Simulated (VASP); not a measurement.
**PbSe (Clausthalite): single point with r2SCAN**

PbSe (Clausthalite):

```
Pb Se
1.0
     0.00000    2.95396    2.95396
     2.95396    0.00000    2.95396
     2.95396    2.95396    0.00000
Pb Se
1 1
Direct
  0.00000 0.00000 0.00000
  0.50000 0.50000 0.50000
```

This cell differs from its parent crystal: strain -3.8%.

```yaml
Program: VASP 6.6.1
Task: single point
Functional: r2SCAN
Potentials_or_basis: VASP PAW PBE potentials, release 64 (Pb_d, Se)
Cutoff: 520 eV
k_mesh: 8 × 8 × 8
Occupations: fermi-dirac, width 0.02 eV
Spin: no spin polarisation
Dipole_correction: no
Further_INCAR_settings: ALGO = Normal; EDIFF = 1e-06; NBANDS = 17
```

```json
{
 "Pressure": "9.3 GPa",
 "Band gap on the k mesh": "0.15 eV, direct"
}
```

Levels at points of the mesh, in eV from the valence-band top:
```tsv
k point	band 6	band 7	band 8	band 9	band 10	band 11	band 12	band 13	band 14	band 15
(0.00, 0.00, 0.00)	-15.32	-6.29	-2.73	-2.73	-2.73	5.12	5.12	5.12	6.54	6.54
(0.50, 0.00, 0.00)	-13.94	-9.94	-2.21	-2.21	0.00	0.15	1.48	1.48	9.09	10.43
(0.50, 0.50, 0.00)	-13.33	-7.92	-6.29	-4.29	-4.29	3.39	6.28	6.28	6.83	11.90
```

It took 120 s on 1 thread of Intel Xeon 8259CL, on a shared host, peak memory 0.2 GiB.

Caveat: the cell differs from its parent crystal (strain -3.8%); the PAW data sets were made with another functional, which shifts forces and pressure a little; spin-orbit coupling is left out, which moves the levels of the heavy elements. A k mesh can miss the band edges.
